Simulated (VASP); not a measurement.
**Na: single point with LDA**

Crystal: Na.

```xyz
2
Lattice="2.7774 0.0000 0.0000 -1.3887 2.4053 0.0000 0.0000 0.0000 4.4994" Properties=species:S:1:pos:R:3 pbc="T T T"
Na    0.0000    1.6035    1.1248
Na    1.3887    0.8018    3.3745
```

This isn't the form of Na at room conditions, which is bcc.

```json
{
 "Program": "VASP 6.6.1",
 "Task": "single point",
 "Functional": "LDA",
 "Potentials or basis": "VASP PAW LDA potentials, release 64 (Na_pv)",
 "Cutoff": "520 eV",
 "k mesh": "12 × 12 × 7",
 "Occupations": "fermi-dirac, width 0.05 eV",
 "Spin": "no spin polarisation"
}
```

* Pressure: 33.2 GPa
* Band gap on the k mesh: zero (bands 7 and 8 overlap by 5.89 eV)

Stress tensor (GPa, compression positive):
```
33.26  0.00  0.00
 0.00 33.26  0.00
 0.00  0.00 33.12
```

Levels at points of the mesh, in eV from the Fermi level:
| k point | band 3 | band 4 | band 5 | band 6 | band 7 | band 8 | band 9 | band 10 | band 11 | band 12 |
| --- | --- | --- | --- | --- | --- | --- | --- | --- | --- | --- |
| (0.00, 0.00, 0.00) | -25.24 | -25.17 | -25.17 | -25.16 | -5.84 | 0.86 | 1.89 | 15.59 | 15.59 | 16.39 |
| (0.50, 0.00, 0.00) | -25.49 | -25.36 | -25.30 | -25.23 | 0.19 | 0.80 | 5.04 | 6.56 | 6.90 | 8.05 |

It took 23 s on 1 thread of Intel(R) Xeon(R) Platinum 8259CL CPU @ 2.50GHz (Skylake/Cascade Lake) (shared host), peak memory 0.14 GiB.

Caveat: the cell stands under pressure.
